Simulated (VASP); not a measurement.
# Sn (Fd-3m) in VASP: a series of runs

Sn is run at these levels: LDA; tasks: single point.

Program: VASP 6.6.1. These are calculated values, not measurements. Logs are shortened: lines on timing, memory, paths and dates and some standing lists are left out, and cuts for length are marked.

**1. The cell of the first run**

It takes space group Fd-3m (No. 227, cubic). Conventional cell: a = 6.476 Å, b = 6.476 Å, c = 6.476 Å, α = 90.00°, β = 90.00°, γ = 90.00°. Sn (site symmetry -43m) has 4 Sn at 2.80 Å within 3.7 Å.

This isn't the form of Sn at room conditions, which is tetragonal (white tin).

**2. Single point, LDA**

INCAR

```
ALGO = Normal
EDIFF = 1E-6
ENCUT = 520
GGA = CA
ISIF = 2
ISMEAR = 1
LASPH = True
LCHARG = False
LREAL = False
LWAVE = False
NBANDS = 21
NELM = 100
PREC = Accurate
SIGMA = 0.6
```

KPOINTS

```
k-points
0
Gamma
  9 9 9
```

POSCAR

```
Sn
1.0
    0.0000000000      3.2380799619      3.2380799619
    3.2380799619      0.0000000000      3.2380799619
    3.2380799619      3.2380799619      0.0000000000
Sn
2
Direct
    0.5000000000      0.5000000000      0.5000000000
    0.7500000000      0.7500000000      0.7500000000
```

Potentials or basis: VASP PAW LDA potentials, release 64 (Sn_d).

On the command line:

```
cat potpaw_LDA.64/Sn_d/POTCAR > POTCAR
mpirun -np 1 vasp_std > vasp.out
```

OUTCAR:

```text
EDIFF = 1E-6
   ENCUT = 520
   GGA = CA
   ISIF = 2
   ISMEAR = 1
   LASPH = True
   LREAL = False
   NELM = 100
   PREC = Accurate

 ion  position               nearest neighbor table
   1  0.500  0.500  0.500-   2 2.80   2 2.80   2 2.80   2 2.80
   2  0.750  0.750  0.750-   1 2.80   1 2.80   1 2.80   1 2.80

  LATTYP: Found a face centered cubic cell.
 ALAT       =     6.4761599238

  Lattice vectors:

 A1 = (   0.0000000000,   3.2380799619,   3.2380799619)
 A2 = (   3.2380799619,   0.0000000000,   3.2380799619)
 A3 = (   3.2380799619,   3.2380799619,   0.0000000000)

Analysis of symmetry for initial positions (statically):
=====================================================================
 Subroutine PRICEL returns:
 Original cell was already a primitive cell.

 Routine SETGRP: Setting up the symmetry group for a
 face centered cubic supercell.

 Subroutine GETGRP returns: Found 48 space group operations
 (whereof 24 operations were pure point group operations)
 out of a pool of 48 trial point group operations.

The static configuration has the point symmetry T_d .
 The point group associated with its full space group is O_h .

Analysis of symmetry for dynamics (positions and initial velocities):
=====================================================================
 Subroutine PRICEL returns:
 Original cell was already a primitive cell.

 Routine SETGRP: Setting up the symmetry group for a
 face centered cubic supercell.

 Subroutine GETGRP returns: Found 48 space group operations
 (whereof 24 operations were pure point group operations)
 out of a pool of 48 trial point group operations.

The dynamic configuration has the point symmetry T_d .
 The point group associated with its full space group is O_h .

 Subroutine INISYM returns: Found 48 space group operations
 (whereof 24 operations are pure point group operations),
 and found     1 'primitive' translations

----------------------------------------------------------------------------------------

                                     Primitive cell

  volume of cell :      67.9036

  direct lattice vectors                    reciprocal lattice vectors
     0.000000000  3.238079962  3.238079962    -0.154412493  0.154412493  0.154412493
     3.238079962  0.000000000  3.238079962     0.154412493 -0.154412493  0.154412493
     3.238079962  3.238079962  0.000000000     0.154412493  0.154412493 -0.154412493

  length of vectors
     4.579336598  4.579336598  4.579336598     0.267450283  0.267450283  0.267450283

  position of ions in fractional coordinates (direct lattice)
     0.500000000  0.500000000  0.500000000
     0.750000000  0.750000000  0.750000000

  ion indices of the primitive-cell ions
   primitive index   ion index
                 1           1
                 2           2

----------------------------------------------------------------------------------------

 KPOINTS: k-points

Automatic generation of k-mesh.
 Grid dimensions read from file:
 generate k-points for:    9    9    9

 Generating k-lattice:

  Cartesian coordinates                     Fractional coordinates (reciprocal lattice)
    -0.017156944  0.017156944  0.017156944     0.111111111  0.000000000  0.000000000
     0.017156944 -0.017156944  0.017156944     0.000000000  0.111111111  0.000000000
     0.017156944  0.017156944 -0.017156944     0.000000000  0.000000000  0.111111111

  Length of vectors
     0.029716698  0.029716698  0.029716698

  Shift w.r.t. Gamma in fractional coordinates (k-lattice)
     0.000000000  0.000000000  0.000000000

 Subroutine IBZKPT returns following result:
 ===========================================

 Found     35 irreducible k-points:

 Following reciprocal coordinates:
            Coordinates               Weight
  0.000000  0.000000  0.000000      1.000000
  0.111111  0.000000  0.000000      8.000000
  0.222222  0.000000  0.000000      8.000000
  0.333333  0.000000  0.000000      8.000000
  0.444444  0.000000  0.000000      8.000000
  0.111111  0.111111  0.000000      6.000000
[... 16 lines left out ...]
 -0.333333  0.333333  0.000000     12.000000
  0.444444  0.444444  0.000000      6.000000
 [... further k-points ...]
   k-points           NKPTS =     35   k-points in BZ     NKDIM =     35   number of bands    NBANDS=     21
   number of dos      NEDOS =    301   number of ions     NIONS =      2
   total plane-waves  NPLWV =  46656
   dimension x,y,z NGX =    36 NGY =   36 NGZ =   36
   dimension x,y,z NGXF=    72 NGYF=   72 NGZF=   72
   ions per type =               2
   NGX,Y,Z   is equivalent  to a cutoff of  13.07, 13.07, 13.07 a.u.
   NGXF,Y,Z  is equivalent  to a cutoff of  26.14, 26.14, 26.14 a.u.
 SYSTEM =  unknown system
   PREC   = accura    normal or accurate (medium, high low for compatibility)
   ISTART =      0    job   : 0-new  1-cont  2-samecut
   ICHARG =      2    charge: 1-file 2-atom 10-const
   ISPIN  =      1    spin polarized calculation?
   LNONCOLLINEAR =      F non collinear calculations
   LSORBIT =      F    spin-orbit coupling
   LASPH  =      T    aspherical Exc in radial PAW
   ENCUT  =  520.0 eV  38.22 Ry    6.18 a.u.   8.51  8.51  8.51*2*pi/ulx,y,z
   NELM   =    100;   NELMIN=  2; NELMDL= -5     # of ELM steps
   EDIFF  = 0.1E-05   stopping-criterion for ELM
   LREAL  =      F    real-space projection
   EDIFFG = 0.1E-04   stopping-criterion for IOM
   NSW    =      0    number of steps for IOM
   IBRION =     -1    ionic relax: 0-MD 1-quasi-New 2-CG
   NFREE  =      0    steps in history (QN), initial steepest desc. (CG)
   ISIF   =      2    stress and relaxation
   ISYM   =      2    0-nonsym 1-usesym 2-fastsym
   POTIM  = 0.5000    time-step for ionic-motion
   TEBEG  =    0.0;   TEEND  =   0.0 temperature during run
   PSTRESS=    0.0 pullay stress
   NELECT =      28.0000    total number of electrons
   NUPDOWN=      -1.0000    fix difference up-down
   EMIN   =  10.00;   EMAX   =-10.00  energy-range for DOS
   EFERMI =   0.00;   METHOD = LEGACY
   ISMEAR =     1;   SIGMA  =   0.60  broadening in eV -4-tet -1-fermi 0-gaus
   EFERMI_NEDOS =   21; number of points for ismear=-14 and -15
   IALGO  =     38    algorithm
   IMIX   =      4    mixing-type and parameters
     AMIX     =   0.40;   BMIX     =  1.00
     AMIX_MAG =   1.60;   BMIX_MAG =  1.00
  volume/ion in A,a.u.               =      33.95       229.12
  Fermi-wavevector in a.u.,A,eV,Ry     =   1.218512  2.302654 20.201555  1.484772
  Thomas-Fermi vector in A             =   2.353796
   LORBIT       =      0    0 simple, 1 ext, 2 COOP (PROOUT), +10 PAW based schemes
   GGA     = CA    functional components
   LHFCALC =     F    Hartree Fock is set to
   AEXX    =    0.0000 exact exchange contribution
   IVDW    =     0    specifies the selected vdW correction
   LEPSILON=     F    determine dielectric tensor
   LRPA    =     F    only Hartree local field effects (RPA)
 non-spin polarized calculation
 Methfessel and Paxton  Order N= 1 SIGMA  =   0.60
  energy-cutoff  :      520.00
  volume of cell :       67.90
 maximum number of plane-waves:      1853
 NGX is ok and might be reduce to    36
   NGX = 17   NGY = 17   NGZ = 17

 number of electron      28.0000006 magnetization

 Free energy of the ion-electron system (eV)
  ---------------------------------------------------
  ext. energy  EPLUGINS =         0.00000000
  ---------------------------------------------------
  free energy    TOTEN  =        -8.93413266 eV

  energy without entropy =       -8.96080960  energy(sigma->0) =       -8.94302497

 E-fermi :   5.4681     XC(G=0):  -9.2200

 val. band max:        5.3650815138   @ k =   0.4444   0.0000   0.0000
 cond. band min:       5.5192944398   @ k =   0.3333   0.0000   0.0000
 fundamental gap:      0.1542129260
 Fermi energy:         5.4681427084

 k-point     1 :       0.0000    0.0000    0.0000
  band No.  band energies     occupation
      1     -16.1900      2.00000
      2     -16.1900      2.00000
      3     -16.1900      2.00000
      4     -16.1276      2.00000
      5     -16.1276      2.00000
      6     -15.8102      2.00000
[... 13 lines left out ...]
     20      13.4888     -0.00000
     21      13.4889     -0.00000

 k-point     2 :       0.1111    0.0000    0.0000
  band No.  band energies     occupation
      1     -16.1992      2.00000
      2     -16.1992      2.00000
      3     -16.1869      2.00000
      4     -16.1148      2.00000
      5     -16.1148      2.00000
      6     -15.8294      2.00000
[... 13 lines left out ...]
     20      12.6320     -0.00000
     21      12.6320     -0.00000

 k-point     3 :       0.2222    0.0000    0.0000
  band No.  band energies     occupation
      1     -16.2133      2.00000
      2     -16.2133      2.00000
      3     -16.1790      2.00000
      4     -16.0920      2.00000
      5     -16.0920      2.00000
      6     -15.8504      2.00000
[... 13 lines left out ...]
     20      12.2919     -0.00000
     21      12.2919     -0.00000

 k-point     4 :       0.3333    0.0000    0.0000
  band No.  band energies     occupation
      1     -16.2227      2.00000
      2     -16.2227      2.00000
      3     -16.1697      2.00000
      4     -16.0744      2.00000
      5     -16.0744      2.00000
      6     -15.8643      2.00000
[... 13 lines left out ...]
     20      12.7850     -0.00000
     21      12.7850     -0.00000

 k-point     5 :       0.4444    0.0000    0.0000
  band No.  band energies     occupation
      1     -16.2267      2.00000
      2     -16.2267      2.00000
      3     -16.1633      2.00000
      4     -16.0663      2.00000
      5     -16.0663      2.00000
      6     -15.8700      2.00000
[... 13 lines left out ...]
     20      13.8789     -0.00000
     21      13.8789     -0.00000
[... 382 lines left out ...]
     20      14.7629     -0.00000
     21      15.2564     -0.00000

 k-point    22 :      -0.4444    0.3333    0.0000
  band No.  band energies     occupation
      1     -16.2619      2.00000
      2     -16.2418      2.00000
      3     -16.1108      2.00000
      4     -16.0201      2.00000
      5     -15.9945      2.00000
      6     -15.9553      2.00000
[... 13 lines left out ...]
     20      14.0305     -0.00000
     21      15.7035     -0.00000

 k-point    23 :      -0.3333    0.3333    0.0000
  band No.  band energies     occupation
      1     -16.2666      2.00000
      2     -16.2428      2.00000
      3     -16.1034      2.00000
      4     -16.0000      2.00000
      5     -15.9914      2.00000
      6     -15.9704      2.00000
[... 13 lines left out ...]
     20      12.8273     -0.00000
     21      16.0333     -0.00000

 k-point    24 :       0.4444    0.4444    0.0000
  band No.  band energies     occupation
      1     -16.2412      2.00000
      2     -16.2412      2.00000
      3     -16.1323      2.00000
      4     -16.0715      2.00000
      5     -15.9901      2.00000
      6     -15.9332      2.00000
[... 13 lines left out ...]
     20      15.2418     -0.00000
     21      15.6982     -0.00000

 [... further k-points ...]

------------------------ aborting loop because EDIFF is reached ----------------------------------------

  FORCE on cell =-STRESS in cart. coord.  units (eV):
  Direction    XX          YY          ZZ          XY          YZ          ZX
  --------------------------------------------------------------------------------------
  -------------------------------------------------------------------------------------
  Total       -0.0110186     -0.0110186     -0.0110186      0.0000000      0.0000000     -0.0000000
  in kB       -0.2599837     -0.2599837     -0.2599837      0.0000000      0.0000000     -0.0000000
  external PRESSURE =      -0.2599837 kB  Pullay stress =       0.0000000 kB

 VOLUME and BASIS-vectors are now :
 -----------------------------------------------------------------------------
  energy-cutoff  :      520.00
  volume of cell :       67.90
      direct lattice vectors                 reciprocal lattice vectors
     0.000000000  3.238079962  3.238079962    -0.154412493  0.154412493  0.154412493
     3.238079962  0.000000000  3.238079962     0.154412493 -0.154412493  0.154412493
     3.238079962  3.238079962  0.000000000     0.154412493  0.154412493 -0.154412493

 POSITION                                       TOTAL-FORCE (eV/Angst)
 -----------------------------------------------------------------------------------
      3.23808      3.23808      3.23808        -0.000000     -0.000000     -0.000000
      4.85712      4.85712      4.85712         0.000000      0.000000      0.000000
 -----------------------------------------------------------------------------------
    total drift:                                0.000000      0.000000      0.000000

  FREE ENERGIE OF THE ION-ELECTRON SYSTEM (eV)
  ---------------------------------------------------
  free  energy   TOTEN  =        -8.9341326572 eV

  energy  without entropy=       -8.9608095962  energy(sigma->0) =       -8.94302497
```

Run time: 31 s. Hardware: 1 thread of Intel Xeon Platinum 8259CL at 2.50GHz (Skylake/Cascade Lake), shared host; peak memory 0.19 GiB.

Results:

```
Free energy            : -8.9341 eV
Pressure               : 0.0 GPa
Band gap on the k mesh : zero (bands 14 and 15 overlap by 0.16 eV)
```

Caveat: so wide a smearing shifts energies and pressures; spin-orbit coupling is left out, which moves the levels of the heavy elements.

**3. Single point, LDA**

INCAR

```
ALGO = Normal ; EDIFF = 1E-7
ENCUT = 520 ; GGA = CA
ISIF = 2 ; ISMEAR = 1
LASPH = True ; LCHARG = False
LREAL = False ; LWAVE = False
NBANDS = 21 ; NELM = 60
PREC = Accurate ; SIGMA = 1.0
```

KPOINTS is that of step 2.

POSCAR is that of step 2.

Potentials or basis: VASP PAW LDA potentials, release 64 (Sn_d).

On the command line:

```
cat potpaw_LDA.64/Sn_d/POTCAR > POTCAR
mpirun -np 1 vasp_std > vasp.out
```

It took 34 s on 1 thread of Intel Xeon Platinum 8259CL at 2.50GHz (Skylake/Cascade Lake), shared host; peak memory 0.19 GiB.

It converged, with:

```
Free energy            : -8.8951 eV
Pressure               : -0.2 GPa
Band gap on the k mesh : zero (bands 14 and 15 overlap by 0.16 eV)
```

Levels at points of the mesh, in eV from the Fermi level:
```csv
k point,band 11,band 12,band 13,band 14,band 15,band 16,band 17,band 18
"(0.00, 0.00, 0.00)",-10.77,-0.83,0.01,0.01,0.01,2.07,2.07,2.07
```

Caveat: so wide a smearing shifts energies and pressures; spin-orbit coupling is left out, which moves the levels of the heavy elements.

(Continued in part 2 of 2.)
